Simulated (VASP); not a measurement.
# CsI (Pm-3m) in VASP: notebook, part 3 of 3

VASP 6.6.1. The steps go on from the part before.

## (4) Electric field gradients, PBE (49.05 Å³/atom)

This run uses another cell than the first one, of 49.05 Å³/atom.

The input, INCAR:

```
PREC = Accurate
ENCUT = 400
EDIFF = 1E-8
ISMEAR = -1
SIGMA = 0.01
LREAL = False
LASPH = True
NELM = 120
ALGO = Normal
ISIF = 2
LWAVE = False
LCHARG = False
GGA = PE
LEFG = True
NBANDS = 15
GGA_COMPAT = False
```

The input, KPOINTS:

```
regular mesh
0
Gamma
  7 7 7
```

The input, POSCAR:

```
CsI
1.0
    4.6119177922      0.0000000000      0.0000000000
    0.0000000000      4.6119177922      0.0000000000
    0.0000000000      0.0000000000      4.6119177922
Cs I
1 1
Direct
    0.0000000000      0.0000000000      0.0000000000
    0.5000000000      0.5000000000      0.5000000000
```

Potentials or basis: VASP PAW PBE potentials, release 64 (Cs_sv, I).

Run with:

```console
> cat potpaw_PBE.64/Cs_sv/POTCAR potpaw_PBE.64/I/POTCAR > POTCAR
> mpirun -np 1 vasp_std > vasp.out
```

OUTCAR:

```text
PREC = Accurate
   ENCUT = 400
   EDIFF = 1E-8
   ISMEAR = -1
   LREAL = False
   LASPH = True
   NELM = 120
   ISIF = 2
   GGA = PE

 ion  position               nearest neighbor table
   1  0.000  0.000  0.000-
   2  0.500  0.500  0.500-

  LATTYP: Found a simple cubic cell.
 ALAT       =     4.6119177922

  Lattice vectors:

 A1 = (   4.6119177922,   0.0000000000,   0.0000000000)
 A2 = (   0.0000000000,   4.6119177922,   0.0000000000)
 A3 = (   0.0000000000,   0.0000000000,   4.6119177922)

Analysis of symmetry for initial positions (statically):
=====================================================================
 Subroutine PRICEL returns:
 Original cell was already a primitive cell.

 Routine SETGRP: Setting up the symmetry group for a
 simple cubic supercell.

 Subroutine GETGRP returns: Found 48 space group operations
 (whereof 48 operations were pure point group operations)
 out of a pool of 48 trial point group operations.

The static configuration has the point symmetry O_h .

Analysis of symmetry for dynamics (positions and initial velocities):
=====================================================================
 Subroutine PRICEL returns:
 Original cell was already a primitive cell.

 Routine SETGRP: Setting up the symmetry group for a
 simple cubic supercell.

 Subroutine GETGRP returns: Found 48 space group operations
 (whereof 48 operations were pure point group operations)
 out of a pool of 48 trial point group operations.

The dynamic configuration has the point symmetry O_h .

 Subroutine INISYM returns: Found 48 space group operations
 (whereof 48 operations are pure point group operations),
 and found     1 'primitive' translations

----------------------------------------------------------------------------------------

                                     Primitive cell

  volume of cell :      98.0945

  direct lattice vectors                    reciprocal lattice vectors
     4.611917792  0.000000000  0.000000000     0.216829537  0.000000000  0.000000000
     0.000000000  4.611917792  0.000000000     0.000000000  0.216829537  0.000000000
     0.000000000  0.000000000  4.611917792     0.000000000  0.000000000  0.216829537

  length of vectors
     4.611917792  4.611917792  4.611917792     0.216829537  0.216829537  0.216829537

  position of ions in fractional coordinates (direct lattice)
     0.000000000  0.000000000  0.000000000
     0.500000000  0.500000000  0.500000000

  ion indices of the primitive-cell ions
   primitive index   ion index
                 1           1
                 2           2

----------------------------------------------------------------------------------------

 KPOINTS: regular mesh

Automatic generation of k-mesh.
 Grid dimensions read from file:
 generate k-points for:    7    7    7

[... 72 lines left out ...]
   EFERMI =   0.00;   METHOD = LEGACY
   ISMEAR =    -1;   SIGMA  =   0.01  broadening in eV -4-tet -1-fermi 0-gaus
   EFERMI_NEDOS =   21; number of points for ismear=-14 and -15
   IALGO  =     38    algorithm
   IMIX   =      4    mixing-type and parameters
     AMIX     =   0.40;   BMIX     =  1.00
     AMIX_MAG =   1.60;   BMIX_MAG =  1.00
  volume/ion in A,a.u.               =      49.05       330.99
  Fermi-wavevector in a.u.,A,eV,Ry     =   0.894472  1.690306 10.885744  0.800080
  Thomas-Fermi vector in A             =   2.016681
   LORBIT       =      0    0 simple, 1 ext, 2 COOP (PROOUT), +10 PAW based schemes
   GGA     = PE    functional components
   LHFCALC =     F    Hartree Fock is set to
   AEXX    =    0.0000 exact exchange contribution
   IVDW    =     0    specifies the selected vdW correction
   LEPSILON=     F    determine dielectric tensor
   LRPA    =     F    only Hartree local field effects (RPA)
 non-spin polarized calculation
  energy-cutoff  :      400.00
  volume of cell :       98.09
 maximum number of plane-waves:      1806
 NGX is ok and might be reduce to    30
   NGX = 15   NGY = 15   NGZ = 15

 number of electron      16.0000010 magnetization

 Free energy of the ion-electron system (eV)
  ---------------------------------------------------
  ext. energy  EPLUGINS =         0.00000000
  ---------------------------------------------------
  free energy    TOTEN  =        -5.43802123 eV

  energy without entropy =       -5.43802123  energy(sigma->0) =       -5.43802123

 E-fermi :   0.8720     XC(G=0):  -7.6426

 val. band max:        0.6173292215   @ k =   0.4286   0.4286   0.0000
 cond. band min:       4.4224040495   @ k =   0.0000   0.0000   0.0000
 fundamental gap:      3.8050748279
 Fermi energy:         0.8720457729

 k-point     1 :       0.0000    0.0000    0.0000
  band No.  band energies     occupation
      1     -19.7867      2.00000
      2      -9.9721      2.00000
      3      -6.4923      2.00000
      4      -6.4923      2.00000
      5      -6.4923      2.00000
      6       0.5478      2.00000
      7       0.5478      2.00000
      8       0.5478      2.00000
      9       4.4224      0.00000
     10       4.8644      0.00000
     11       4.8644      0.00000
     12       8.3376      0.00000
     13       8.3376      0.00000
     14       8.3376      0.00000
[... 329 lines left out ...]
      2      -9.7345      2.00000
      3      -6.7227      2.00000
      4      -6.7152      2.00000
      5      -6.7152      2.00000
      6      -0.5374      2.00000
      7      -0.5374      2.00000
      8      -0.4681      2.00000
      9       7.0293      0.00000
     10       7.4602      0.00000
     11       7.4602      0.00000
     12       8.4090      0.00000
     13       8.4356      0.00000
     14       8.4356      0.00000
     15      10.4148      0.00000

------------------------ aborting loop because EDIFF is reached ----------------------------------------

  FORCE on cell =-STRESS in cart. coord.  units (eV):
  Direction    XX          YY          ZZ          XY          YZ          ZX
  --------------------------------------------------------------------------------------
  -------------------------------------------------------------------------------------
  Total        0.2458365      0.2458365      0.2458365      0.0000000     -0.0000000     -0.0000000
  in kB        4.0152464      4.0152464      4.0152464      0.0000000     -0.0000000     -0.0000000
  external PRESSURE =       4.0152464 kB  Pullay stress =       0.0000000 kB

 VOLUME and BASIS-vectors are now :
 -----------------------------------------------------------------------------
  energy-cutoff  :      400.00
  volume of cell :       98.09
      direct lattice vectors                 reciprocal lattice vectors
     4.611917792  0.000000000  0.000000000     0.216829537  0.000000000  0.000000000
     0.000000000  4.611917792  0.000000000     0.000000000  0.216829537  0.000000000
     0.000000000  0.000000000  4.611917792     0.000000000  0.000000000  0.216829537

 POSITION                                       TOTAL-FORCE (eV/Angst)
 -----------------------------------------------------------------------------------
      0.00000      0.00000      0.00000         0.000000      0.000000      0.000000
      2.30596      2.30596      2.30596         0.000000      0.000000      0.000000
 -----------------------------------------------------------------------------------
    total drift:                               -0.000000     -0.000000     -0.000000

  FREE ENERGIE OF THE ION-ELECTRON SYSTEM (eV)
  ---------------------------------------------------
  free  energy   TOTEN  =        -5.4380212346 eV

  energy  without entropy=       -5.4380212346  energy(sigma->0) =       -5.43802123

 Electric field gradients (V/A^2)
---------------------------------------------------------------------
 ion       V_xx      V_yy      V_zz      V_xy      V_xz      V_yz
---------------------------------------------------------------------
   1      -0.000    -0.000    -0.000    -0.000    -0.000    -0.000
   2       0.000     0.000    -0.000    -0.000    -0.000    -0.000
---------------------------------------------------------------------

 Electric field gradients after diagonalization (V/A^2)
 (convention: |V_zz| > |V_xx| > |V_yy|)
----------------------------------------------------------------------
 ion       V_xx      V_yy      V_zz     asymmetry (V_yy - V_xx)/ V_zz
----------------------------------------------------------------------
   1      -0.000    -0.000    -0.000      -0.001
   2       0.000     0.000    -0.000       0.475
----------------------------------------------------------------------

           NMR quadrupolar parameters

 Cq : quadrupolar parameter    Cq=e*Q*V_zz/h
 eta: asymmetry parameters     (V_yy - V_xx)/ V_zz
 Q  : nuclear electric quadrupole moment in mb (millibarn)
----------------------------------------------------------------------
 ion       Cq(MHz)       eta       Q (mb)
----------------------------------------------------------------------
   1      -0.000      -0.001       1.000
   2      -0.000       0.475       1.000
----------------------------------------------------------------------
```

OSZICAR:

```text
N       E                     dE             d eps       ncg     rms          rms(c)
DAV:   1     0.768950775356E+02    0.76895E+02   -0.52526E+03   600   0.716E+02
DAV:   2     0.960791969740E+00   -0.75934E+02   -0.70014E+02   822   0.130E+02
DAV:   3    -0.549879991616E+01   -0.64596E+01   -0.64451E+01   768   0.415E+01
DAV:   4    -0.558278228691E+01   -0.83982E-01   -0.83977E-01   790   0.596E+00
DAV:   5    -0.558353809733E+01   -0.75581E-03   -0.75581E-03   796   0.513E-01    0.158E+00
DAV:   6    -0.545961546853E+01    0.12392E+00   -0.99316E-02   740   0.153E+00    0.111E+00
DAV:   7    -0.543409644410E+01    0.25519E-01   -0.10182E-01   768   0.151E+00    0.611E-01
DAV:   8    -0.543817709546E+01   -0.40807E-02   -0.12842E-02   649   0.600E-01    0.110E-01
DAV:   9    -0.543793619162E+01    0.24090E-03   -0.64765E-04   831   0.131E-01    0.503E-02
DAV:  10    -0.543802353979E+01   -0.87348E-04   -0.21461E-04   635   0.802E-02    0.346E-02
DAV:  11    -0.543802003080E+01    0.35090E-05   -0.13075E-05   733   0.172E-02    0.909E-03
DAV:  12    -0.543802112249E+01   -0.10917E-05   -0.37762E-06   677   0.122E-02    0.270E-03
DAV:  13    -0.543802117457E+01   -0.52083E-07   -0.15101E-07   768   0.228E-03    0.513E-04
DAV:  14    -0.543802121673E+01   -0.42159E-07   -0.27745E-08   684   0.101E-03    0.482E-04
DAV:  15    -0.543802123534E+01   -0.18611E-07   -0.54676E-09   475   0.372E-04    0.107E-04
DAV:  16    -0.543802123465E+01    0.69599E-09   -0.98161E-10   363   0.143E-04
   1 F= -.54380212E+01 E0= -.54380212E+01  d E =-.160845E-12
```

stdout:

```text
POSCAR found type information on POSCAR CsI
 POSCAR found :  2 types and       2 ions
 scaLAPACK will be used
 LDA part: xc-table for (Slater+PW92), standard interpolation
 POSCAR, INCAR and KPOINTS ok, starting setup
 FFT: planning ... GRIDC
 FFT: planning ... GRID_SOFT
 FFT: planning ... GRID
 WAVECAR not read
 entering main loop
ion   1

ion   2
```

It took 11 s on 1 thread of AMD EPYC 9R45 (Zen 5), shared host; peak memory 0.14 GiB.

Results:

```
Free energy                             : -5.4380 eV
Pressure                                : 0.4 GPa
Band gap on the k mesh                  : 3.81 eV (least direct gap 3.87 eV)
Largest electric field gradient by atom : zero within the noise of the run
```

Levels at points of the mesh, in eV from the valence-band top:
| k point | band 4 | band 5 | band 6 | band 7 | band 8 | band 9 | band 10 | band 11 | band 12 | band 13 |
| --- | --- | --- | --- | --- | --- | --- | --- | --- | --- | --- |
| (0.00, 0.00, 0.00) | -7.11 | -7.11 | -0.07 | -0.07 | -0.07 | 3.81 | 4.25 | 4.25 | 7.72 | 7.72 |

Caveat: spin-orbit coupling is left out, which moves the levels of the heavy elements; an odd mesh through Γ misses points on the zone boundary, where band edges can lie.

## (5) Summary

| level | cell | smearing | gap on the mesh (eV) | pressure (GPa) |
| --- | --- | --- | --- | --- |
| PBE | a = 4.567 Å, 2 atoms | fermi-dirac 0.01 eV | 3.90 | 0.8 |
| PBE+D3(BJ) | a = 4.567 Å, 2 atoms | tetrahedron | 3.90 | 0.0 |
| PBE | a = 4.612 Å, 2 atoms | fermi-dirac 0.01 eV | 3.81 | 0.4 |

Alike in all rows: task electric field gradients; potentials or basis VASP PAW PBE potentials, release 64 (Cs_sv, I); no spin polarisation; k mesh 7 × 7 × 7; cutoff (eV) 400.

Caveats: spin-orbit coupling is left out, which moves the levels of the heavy elements; an odd mesh through Γ misses points on the zone boundary, where band edges can lie.

Total energies depend on the potentials used, so only differences within one code and one set of settings carry meaning.
